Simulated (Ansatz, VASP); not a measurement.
**Two plane-wave programs on ZnCd2SeS2**

The input INCAR:

```
  PREC = Accurate
  ENCUT = 500
  EDIFF = 1E-6
  ISMEAR = 0
  SIGMA = 0.02
  LREAL = False
  LASPH = True
  NELM = 120
  ALGO = Normal
  ISIF = 2
  LWAVE = False
  LCHARG = True
  GGA = PE
  LELF = True
  LVHAR = True
  NBANDS = 36
  GGA_COMPAT = False
```

Contents of KPOINTS:

```
Automatic mesh
0
Gamma
  8 8 8
```

File POSCAR:

```
ZnCd2SeS2
1.0
   -2.0688452923      6.1794907991      2.9441150109
    2.0688452923     -6.1794907991      2.9441150109
    2.0688452923      6.1794907991     -2.9441150109
Zn Cd Se S
1 2 1 2
Direct
    0.9843116384      0.9843116384      0.0000000000
    0.3392850913      0.0075125185      0.3317725729
    0.6757399456      0.0075125185      0.6682274271
    0.2224765995      0.7224765995      0.5000000000
    0.6047747474      0.7640933626      0.8406813848
    0.9234119778      0.7640933626      0.1593186152
```

Input for Ansatz:

```yaml
crystal:
  lattice:
    - [-2.0688452923, 6.1794907991, 2.9441150109]
    - [2.0688452923, -6.1794907991, 2.9441150109]
    - [2.0688452923, 6.1794907991, -2.9441150109]
  atoms:
    - { symbol: Zn, position: [0.9843116384, 0.9843116384, 0.0] }
    - { symbol: Cd, position: [0.3392850913, 0.0075125185, 0.3317725729] }
    - { symbol: Cd, position: [0.6757399456, 0.0075125185, 0.6682274271] }
    - { symbol: Se, position: [0.2224765995, 0.7224765995, 0.5] }
    - { symbol: S, position: [0.6047747474, 0.7640933626, 0.8406813848] }
    - { symbol: S, position: [0.9234119778, 0.7640933626, 0.1593186152] }
basis:
  ecutwfc: 420
kpoints:
  mp_grid: { grid: [8, 8, 8] }
  band_path:
    path:
      - [[0.0, 0.0, 0.0], [0.5, -0.5, 0.5], [0.27802145, -0.27802145, 0.72197855]]
      - [[-0.27802145, 0.27802145, 0.27802145], [0.0, 0.0, 0.0], [0.30674717, 0.30674717, -0.30674717]]
      - [[0.69325283, -0.30674717, 0.30674717], [0.5, -0.5, 0.5]]
      - [[0.0, 0.0, 0.0], [0.0, 0.5, 0.0], [0.25, 0.25, 0.25], [0.5, 0.0, 0.0], [0.0, 0.0, 0.0], [0.0, 0.0, 0.5], [0.25, 0.25, 0.25]]
    npoints: 14
hamiltonian:
  xc: pbe
scf:
  occupations: { method: gaussian, width: 0.02 }
  n_extra_bands: 15
output:
  forces: true
  stress: true
  eigenvalues: true
  populations: true
  dos: { projected: true, de: 0.02, nscf_kmesh: { grid: [12, 12, 12] } }
  bader: true
  write_density: true
  write_potential: true
  elf: true
  volumetric_format: npy
```

Alike in both runs: task single point; functional PBE; k mesh 8 × 8 × 8; occupations gaussian, width 0.02 eV; no spin polarisation.

|  | VASP | Ansatz |
| --- | --- | --- |
| version | VASP 6.6.1 | Ansatz 0.2.0 |
| potentials or method | VASP PAW PBE potentials, release 64 (Zn, Cd, Se, S), cutoff 500 eV | scalar-relativistic, plane waves, PAW |
| valence electrons in the cell | 54 | 80 |

VASP gave:

- gap on the k mesh at the Fermi level (eV): 1.03
- least direct gap on the mesh (eV): 1.03
- pressure (GPa): 0.2
- rms of the force components (eV/Å): 0.008

Task: Which values does Ansatz return?

Result: gap on the k mesh at the Fermi level (eV): 1.03; least direct gap on the mesh (eV): 1.03; pressure (GPa): 0.0; rms of the force components (eV/Å): 0.002.

Atom by atom the forces differ by 0.007 eV/Å (rms over components). VASP's potentials hold 54 valence electrons a cell and Ansatz's 80, so a difference there can come from the potentials and not from the codes.
